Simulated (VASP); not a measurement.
**Na: relaxation of cell and atoms with PBEsol**

Crystal: Na.

```
CELL_PARAMETERS angstrom
-2.10403 2.10403 2.10403
2.10403 -2.10403 2.10403
2.10403 2.10403 -2.10403
ATOMIC_POSITIONS crystal
Na 0.00000 0.00000 0.00000
```

```
Program                : VASP 6.6.1
Task                   : relaxation of cell and atoms
Functional             : PBEsol
Potentials or basis    : VASP PAW PBE potentials, release 64 (Na_pv)
Cutoff                 : 600 eV
k mesh                 : 14 × 14 × 14
Occupations            : gaussian, width 0.1 eV
Spin                   : no spin polarisation
Dipole correction      : no
Further INCAR settings : ALGO = Fast; EDIFF = 1e-06; IBRION = 2; EDIFFG = -0.005; NSW = 100; ISIF = 3
```

```json
{
  "Relaxed volume": "36.32 Å³/atom",
  "Relaxed cell": "a = 3.614 Å, b = 3.614 Å, c = 3.614 Å, α = 109.47°, β = 109.47°, γ = 109.47°",
  "Space group after relaxing (to 0.05 Å)": "Im-3m (No. 229)",
  "Energy gained by relaxing": "0.7 meV/atom",
  "Ionic steps": "6",
  "Pressure after relaxing": "0.0 GPa"
}
```

Step by step:
| step | energy change (eV) | largest force (eV/Å) | pressure (GPa) | volume (Å³) |
| --- | --- | --- | --- | --- |
| 1 | 0.0000 | 0.0000 | -0.05 | 37.26 |
| 2 | -0.0001 | 0.0000 | -0.15 | 37.19 |
| 3 | -0.0003 | 0.0000 | -0.08 | 36.99 |
| 4 | -0.0006 | 0.0000 | -0.07 | 36.60 |
| 5 | -0.0006 | 0.0000 | 0.14 | 35.82 |
| 6 | -0.0007 | 0.0000 | 0.01 | 36.32 |

Final structure:
```cif
data_structure
_symmetry_space_group_name_H-M 'P 1'
_symmetry_Int_Tables_number 1
_cell_length_a 3.6136
_cell_length_b 3.6136
_cell_length_c 3.6136
_cell_angle_alpha 109.471
_cell_angle_beta 109.471
_cell_angle_gamma 109.471
_cell_volume 36.32
loop_
_atom_site_label
_atom_site_type_symbol
_atom_site_fract_x
_atom_site_fract_y
_atom_site_fract_z
_atom_site_occupancy
Na1 Na 0.00000 0.00000 0.00000 1
```

Levels at points of the mesh, in eV from the Fermi level:
```csv
k point,band 1,band 2,band 3,band 4,band 5,band 6,band 7
"(0.00, 0.00, 0.00)",-24.74,-24.74,-24.74,-3.29,11.89,11.89,11.89
"(0.50, 0.00, 0.00)",-24.78,-24.76,-24.74,0.78,1.27,8.31,9.32
"(0.50, 0.50, 0.50)",-24.77,-24.77,-24.77,4.57,4.57,4.98,4.98
```

Run time: 3.7 min on 1 thread of AMD EPYC 7R13, with other jobs on the host, peak memory 0.15 GiB.

Caveat: the PAW data sets were made with another functional, which shifts forces and pressure a little.
